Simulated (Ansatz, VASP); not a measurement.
## La in VASP and in Ansatz

```
CELL_PARAMETERS angstrom
3.77828 0.00000 0.00000
-1.88914 3.27209 0.00000
0.00000 0.00000 6.10095
ATOMIC_POSITIONS crystal
La 0.33333 0.66667 0.25000
La 0.66667 0.33333 0.75000
```

Alike in both runs: functional PBE; k mesh 10 × 10 × 6; occupations fermi-dirac, width 0.1 eV; no spin polarisation.

Ansatz relaxed the structure, and its values are those at the end. VASP's run is a single point on that final structure, the one shown.

|  | VASP | Ansatz |
| --- | --- | --- |
| version | VASP 6.6.1 | Ansatz 0.2.0 |
| potentials or method | VASP PAW PBE potentials, release 64 (La) | PAW with Ansatz's default frozen-core files, scalar-relativistic |
| plane-wave cutoff (eV) | 520 | 420 |
| valence electrons in the cell | 22 | 22 |

```tsv
	VASP	Ansatz	Ansatz less VASP
pressure (GPa)	0.1	0.0	-0.09
```

The functional is the same, so the differences come from potentials, cutoffs and numerics.

Neither program's run includes spin-orbit coupling.
